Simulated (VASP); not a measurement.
# GaBrF (P4/nmm) in VASP: single point with PBE

Aim: the single point of GaBrF with PBE.

All numbers are computed with VASP 6.6.1; they aren't measurements. Logs are shortened: lines on timing, memory, paths and dates and some standing lists are left out, and cuts for length are marked.

**1. The cell of the first run**

It takes space group P4/nmm (No. 129, tetragonal). Conventional cell: a = 4.113 Å, b = 4.113 Å, c = 6.789 Å, α = 90.00°, β = 90.00°, γ = 90.00°. Ga (site symmetry 4mm) has 4 F at 2.43 Å and 5 Br at 3.10 to 3.11 Å within 3.2 Å. Br (site symmetry 4mm) has 6 Ga at 3.10 to 3.68 Å and 4 F at 3.14 Å and 8 Br at 3.55 to 4.11 Å within 4.2 Å. Within 3.2 Å of F (site symmetry -4m2) lie 4 Ga at 2.43 Å and 4 F at 2.91 Å and 4 Br at 3.14 Å.

**2. Single point, PBE**

POSCAR

```
GaBrF
1.0
    4.1130110000      0.0000000000      0.0000000000
    0.0000000000      4.1130110000      0.0000000000
    0.0000000000      0.0000000000      6.7890230000
Ga Br F
2 2 2
Direct
    0.2500000000      0.2500000000      0.1911000000
    0.7500000000      0.7500000000      0.8089000000
    0.2500000000      0.2500000000      0.6497000000
    0.7500000000      0.7500000000      0.3503000000
    0.7500000000      0.2500000000      0.0000000000
    0.2500000000      0.7500000000      0.0000000000
```

INCAR.step1

```
ALGO = Normal
EDIFF = 1E-6
ENCUT = 520
GGA = PE
ISIF = 2
ISMEAR = -1
LASPH = T
LCHARG = T
LREAL = F
LWAVE = F
NBANDS = 36
NELM = 100
PREC = Accurate
SIGMA = 0.1
```

KPOINTS.step1

```
k-points
0
Gamma
  8 8 5
```

INCAR.step2

```
ALGO = Normal
EDIFF = 1E-6
ENCUT = 520
GGA = PE
ICHARG = 11
ISIF = 2
ISMEAR = -5
LASPH = T
LCHARG = F
LORBIT = 10
LREAL = F
LWAVE = F
NEDOS = 2001
NELM = 100
PREC = Accurate
SIGMA = 0.1
```

KPOINTS.step2

```
k-points
0
Gamma
  12 12 8
```

Potentials or basis: VASP PAW PBE potentials, release 64 (Ga_d, Br, F).

Launch:

```bash
$ cat potpaw_PBE.64/Ga_d/POTCAR potpaw_PBE.64/Br/POTCAR potpaw_PBE.64/F/POTCAR > POTCAR
$ cp INCAR.step1 INCAR
$ cp KPOINTS.step1 KPOINTS
$ mpirun -np 1 vasp_std > vasp.out
$ cp INCAR.step2 INCAR
$ cp KPOINTS.step2 KPOINTS
$ mpirun -np 1 vasp_std > vasp.out
```

OUTCAR:

```text
EDIFF = 1E-6
   ENCUT = 520
   GGA = PE
   ICHARG = 11
   ISIF = 2
   ISMEAR = -5
   LASPH = T
   LORBIT = 10
   LREAL = F
   NELM = 100
   PREC = Accurate

 ion  position               nearest neighbor table
   1  0.250  0.250  0.191-
   2  0.750  0.750  0.809-
   3  0.250  0.250  0.650-
   4  0.750  0.750  0.350-
   5  0.750  0.250  0.000-
   6  0.250  0.750  0.000-

  LATTYP: Found a simple tetragonal cell.
 ALAT       =     4.1130110000
 C/A-ratio  =     1.6506211629

  Lattice vectors:

 A1 = (   4.1130110000,   0.0000000000,   0.0000000000)
 A2 = (   0.0000000000,   4.1130110000,   0.0000000000)
 A3 = (   0.0000000000,   0.0000000000,   6.7890230000)

Analysis of symmetry for initial positions (statically):
=====================================================================
 Subroutine PRICEL returns:
 Original cell was already a primitive cell.

 Routine SETGRP: Setting up the symmetry group for a
 simple tetragonal supercell.

 Subroutine GETGRP returns: Found 16 space group operations
 (whereof  4 operations were pure point group operations)
 out of a pool of 16 trial point group operations.

The static configuration has the point symmetry C_2h.
 The point group associated with its full space group is D_4h.

Analysis of symmetry for dynamics (positions and initial velocities):
=====================================================================
 Subroutine PRICEL returns:
 Original cell was already a primitive cell.

 Routine SETGRP: Setting up the symmetry group for a
 simple tetragonal supercell.

 Subroutine GETGRP returns: Found 16 space group operations
 (whereof  4 operations were pure point group operations)
 out of a pool of 16 trial point group operations.

The dynamic configuration has the point symmetry C_2h.
 The point group associated with its full space group is D_4h.

 Subroutine INISYM returns: Found 16 space group operations
 (whereof  4 operations are pure point group operations),
 and found     1 'primitive' translations

----------------------------------------------------------------------------------------

                                     Primitive cell
[... 96 lines left out ...]
   LNONCOLLINEAR =      F non collinear calculations
   LSORBIT =      F    spin-orbit coupling
   LASPH  =      T    aspherical Exc in radial PAW
   ENCUT  =  520.0 eV  38.22 Ry    6.18 a.u.   7.65  7.65 12.62*2*pi/ulx,y,z
   NELM   =    100;   NELMIN=  2; NELMDL=  0     # of ELM steps
   EDIFF  = 0.1E-05   stopping-criterion for ELM
   LREAL  =      F    real-space projection
[... 7 lines left out ...]
   TEBEG  =    0.0;   TEEND  =   0.0 temperature during run
   PSTRESS=    0.0 pullay stress
   NELECT =      54.0000    total number of electrons
   NUPDOWN=      -1.0000    fix difference up-down
   EMIN   =  10.00;   EMAX   =-10.00  energy-range for DOS
   EFERMI =   0.00;   METHOD = LEGACY
   ISMEAR =    -5;   SIGMA  =   0.10  broadening in eV -4-tet -1-fermi 0-gaus
   EFERMI_NEDOS =   21; number of points for ismear=-14 and -15
   IALGO  =     38    algorithm
   IMIX   =      4    mixing-type and parameters
     AMIX     =   0.40;   BMIX     =  1.00
     AMIX_MAG =   1.60;   BMIX_MAG =  1.00
  volume/ion in A,a.u.               =      19.14       129.17
  Fermi-wavevector in a.u.,A,eV,Ry     =   1.273006  2.405632 22.048839  1.620544
  Thomas-Fermi vector in A             =   2.405853
   LORBIT       =     10    0 simple, 1 ext, 2 COOP (PROOUT), +10 PAW based schemes
   GGA     = PE    functional components
   LHFCALC =     F    Hartree Fock is set to
   AEXX    =    0.0000 exact exchange contribution
   IVDW    =     0    specifies the selected vdW correction
   LEPSILON=     F    determine dielectric tensor
   LRPA    =     F    only Hartree local field effects (RPA)
 non-spin polarized calculation
 Fermi weights with tetrahedron method with Bloechl corrections
  energy-cutoff  :      520.00
  volume of cell :      114.85
 maximum number of plane-waves:      3113
 NGX is ok and might be reduce to    32

 number of electron      54.0000044 magnetization

 Free energy of the ion-electron system (eV)
  ---------------------------------------------------
  ext. energy  EPLUGINS =         0.00000000
  ---------------------------------------------------
  free energy    TOTEN  =       -18.71275026 eV

  energy without entropy =      -18.71275026  energy(sigma->0) =      -18.71275026

 E-fermi :   2.2486     XC(G=0):  -9.7396

 val. band max:        2.2396898405   @ k =   0.4167   0.1667   0.2500
 cond. band min:       2.2405608633   @ k =   0.2500   0.0000   0.1250
 fundamental gap:      0.0008710228
 Fermi energy:         2.2486372842

 k-point     1 :       0.0000    0.0000    0.0000
  band No.  band energies     occupation
      1     -20.3367      2.00000
      2     -19.9063      2.00000
      3     -12.3133      2.00000
      4     -12.1784      2.00000
      5     -12.0973      2.00000
      6     -12.0973      2.00000
[... 829 lines left out ...]
     31       7.8047      0.00000
     32       8.4245      0.00000

 [... further k-points ...]
[... 5 lines left out ...]
  --------------------------------------------------------------------------------------
  -------------------------------------------------------------------------------------
  Total       -4.1103288     -4.1103288      0.9859022     -0.0000000     -0.0000000      0.0000000
  in kB      -57.3403218    -57.3403218     13.7536313     -0.0000000     -0.0000000      0.0000000
  external PRESSURE =     -33.6423374 kB  Pullay stress =       0.0000000 kB

 VOLUME and BASIS-vectors are now :
 -----------------------------------------------------------------------------
  energy-cutoff  :      520.00
  volume of cell :      114.85
      direct lattice vectors                 reciprocal lattice vectors
     4.113011000  0.000000000  0.000000000     0.243130884  0.000000000  0.000000000
     0.000000000  4.113011000  0.000000000     0.000000000  0.243130884  0.000000000
     0.000000000  0.000000000  6.789023000     0.000000000  0.000000000  0.147296599

 POSITION                                       TOTAL-FORCE (eV/Angst)
 -----------------------------------------------------------------------------------
      1.02825      1.02825      1.29738         0.000000      0.000000     -0.166889
      3.08476      3.08476      5.49164        -0.000000      0.000000      0.166889
      1.02825      1.02825      4.41083         0.000000     -0.000000      0.090862
      3.08476      3.08476      2.37819        -0.000000     -0.000000     -0.090862
      3.08476      1.02825      0.00000         0.000000     -0.000000      0.000000
      1.02825      3.08476      0.00000        -0.000000      0.000000      0.000000
 -----------------------------------------------------------------------------------
    total drift:                                0.000000     -0.000000     -0.000000

  FREE ENERGIE OF THE ION-ELECTRON SYSTEM (eV)
  ---------------------------------------------------
  free  energy   TOTEN  =       -18.7127502568 eV

  energy  without entropy=      -18.7127502568  energy(sigma->0) =      -18.71275026

 total charge

# of ion       s       p       d       tot
------------------------------------------
    1        0.990   0.230   9.968  11.188
    2        0.990   0.230   9.968  11.188
    3        1.628   3.159   0.014   4.800
    4        1.628   3.159   0.014   4.800
    5        1.747   4.281   0.000   6.029
    6        1.747   4.281   0.000   6.029
--------------------------------------------------
tot          8.731  15.340  19.963  44.034
```

OUTCAR.step1:

```text
EDIFF = 1E-6
   ENCUT = 520
   GGA = PE
   ISIF = 2
[... 1176 lines left out ...]
      1.02825      1.02825      4.41083         0.000000     -0.000000      0.085688
      3.08476      3.08476      2.37819         0.000000      0.000000     -0.085688
      3.08476      1.02825      0.00000         0.000000     -0.000000      0.000000
      1.02825      3.08476      0.00000        -0.000000     -0.000000      0.000000
 -----------------------------------------------------------------------------------
    total drift:                                0.000000     -0.000000     -0.000000

  FREE ENERGIE OF THE ION-ELECTRON SYSTEM (eV)
  ---------------------------------------------------
  free  energy   TOTEN  =       -18.7899224498 eV

  energy  without entropy=      -18.6426000007  energy(sigma->0) =      -18.71626123
```

Wall time 7.5 min (1 thread of Intel Xeon Platinum 8488C (Sapphire Rapids), shared host); peak memory 0.55 GiB.

Results:

```yaml
Valence_electrons_inside_the_program's_atomic_spheres: Ga 11.19; Br 4.80; F 6.03
```

Levels at points of the mesh, in eV from the Fermi level:
| k point | band 23 | band 24 | band 25 | band 26 | band 27 | band 28 | band 29 | band 30 | band 31 | band 32 |
| --- | --- | --- | --- | --- | --- | --- | --- | --- | --- | --- |
| (0.00, 0.00, 0.00) | -2.22 | -2.22 | -1.93 | -1.32 | -1.32 | -0.25 | 4.54 | 5.48 | 6.20 | 6.23 |
| (0.50, 0.00, 0.00) | -1.52 | -1.52 | -1.39 | -1.39 | 0.32 | 0.32 | 4.46 | 4.46 | 5.14 | 5.14 |
| (0.50, 0.50, 0.00) | -3.03 | -3.03 | -1.44 | -1.44 | -0.19 | -0.19 | 5.00 | 5.00 | 6.27 | 6.27 |
| (0.00, 0.00, 0.50) | -2.47 | -2.47 | -1.09 | -1.09 | -0.55 | 0.33 | 2.97 | 4.71 | 6.57 | 6.64 |
| (0.50, 0.00, 0.50) | -1.55 | -1.55 | -1.10 | -1.10 | 0.33 | 0.33 | 4.24 | 4.24 | 5.22 | 5.22 |
| (0.50, 0.50, 0.50) | -2.27 | -2.27 | -2.24 | -2.24 | -0.85 | -0.85 | 5.24 | 5.24 | 5.58 | 5.58 |
